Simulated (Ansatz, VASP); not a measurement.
SnO2: VASP beside Ansatz

The input INCAR:

```
SYSTEM = SnO2
  ALGO = Normal
  EDIFF = 1E-6
  ENCUT = 520
  ISIF = 2
  ISMEAR = 0
  LASPH = .TRUE.
  LCHARG = .FALSE.
  LREAL = .FALSE.
  LWAVE = .FALSE.
  NBANDS = 64
  NELM = 80
  PREC = Accurate
  SIGMA = 0.05
```

The input KPOINTS:

```
k-points
0
G
  6 6 6
  0 0 0
```

The input POSCAR:

```
SnO2
1.0
    3.2534500000      1.8783802333      4.1890333333
   -3.2534500000      1.8783802333      4.1890333333
    0.0000000000     -3.7567604666      4.1890333333
Sn O
4 8
Direct
    0.8645353782      0.8645353782      0.8645353782
    0.3648691645      0.3648691645      0.8648751974
    0.3648691645      0.8648751974      0.3648691645
    0.8648751974      0.3648691645      0.3648691645
    0.1199116729      0.6196051221      0.6196051221
    0.6196051221      0.1199116729      0.6196051221
    0.6196051221      0.6196051221      0.1199116729
    0.6099370359      0.6099370359      0.6099370359
    0.1198492242      0.1198492242      0.1198492242
    0.1096932183      0.1096932183      0.6100024814
    0.1096932183      0.6100024814      0.1096932183
    0.6100024814      0.1096932183      0.1096932183
```

Input for Ansatz:

```yaml
crystal:
  lattice:
    - [3.25345, 1.8783802333, 4.1890333333]
    - [-3.25345, 1.8783802333, 4.1890333333]
    - [0.0, -3.7567604666, 4.1890333333]
  atoms:
    - { symbol: Sn, position: [0.8645353782, 0.8645353782, 0.8645353782] }
    - { symbol: Sn, position: [0.3648691645, 0.3648691645, 0.8648751974] }
    - { symbol: Sn, position: [0.3648691645, 0.8648751974, 0.3648691645] }
    - { symbol: Sn, position: [0.8648751974, 0.3648691645, 0.3648691645] }
    - { symbol: O, position: [0.1199116729, 0.6196051221, 0.6196051221] }
    - { symbol: O, position: [0.6196051221, 0.1199116729, 0.6196051221] }
    - { symbol: O, position: [0.6196051221, 0.6196051221, 0.1199116729] }
    - { symbol: O, position: [0.6099370359, 0.6099370359, 0.6099370359] }
    - { symbol: O, position: [0.1198492242, 0.1198492242, 0.1198492242] }
    - { symbol: O, position: [0.1096932183, 0.1096932183, 0.6100024814] }
    - { symbol: O, position: [0.1096932183, 0.6100024814, 0.1096932183] }
    - { symbol: O, position: [0.6100024814, 0.1096932183, 0.1096932183] }
basis:
  ecutwfc: 520.0
kpoints:
  mp_grid: { grid: [6, 6, 6] }
hamiltonian:
  xc: lda
  pseudopotentials: { kind: paw, azcp: { folder: soft_1 } }
scf:
  occupations: { method: gaussian, width: 0.05 }
output:
  forces: true
  stress: true
  eigenvalues: true
```

Alike in both runs: task single point; functional LDA; k mesh 6 × 6 × 6; occupations gaussian, width 0.05 eV; no spin polarisation.

|  | VASP | Ansatz |
| --- | --- | --- |
| version | VASP 6.6.1 | Ansatz 0.2.0 |
| potentials or method | VASP PAW LDA potentials, release 64 (Sn_d, O), cutoff 520 eV | scalar-relativistic, plane waves, PAW |
| valence electrons in the cell | 104 | 104 |

|  | VASP | Ansatz | Ansatz less VASP |
| --- | --- | --- | --- |
| gap on the k mesh at the Fermi level (eV) | 1.23 | 1.22 | -0.001 |
| least direct gap on the mesh (eV) | 1.23 | 1.22 | -0.001 |
| pressure (GPa) | -7.6 | -8.6 | -1.06 |
| traceless stress, the component that is largest in VASP (GPa) | 2.00 | 2.67 | +0.670 |
| rms of the force components (eV/Å) | 0.219 | 0.254 | +0.0356 |

Ansatz warns that its potentials were made for another functional, while VASP's fit it. LDA's correlation is that of Perdew and Zunger in VASP and of Perdew and Wang (1992) in Ansatz. Atom by atom the forces differ by 0.036 eV/Å (rms over components).
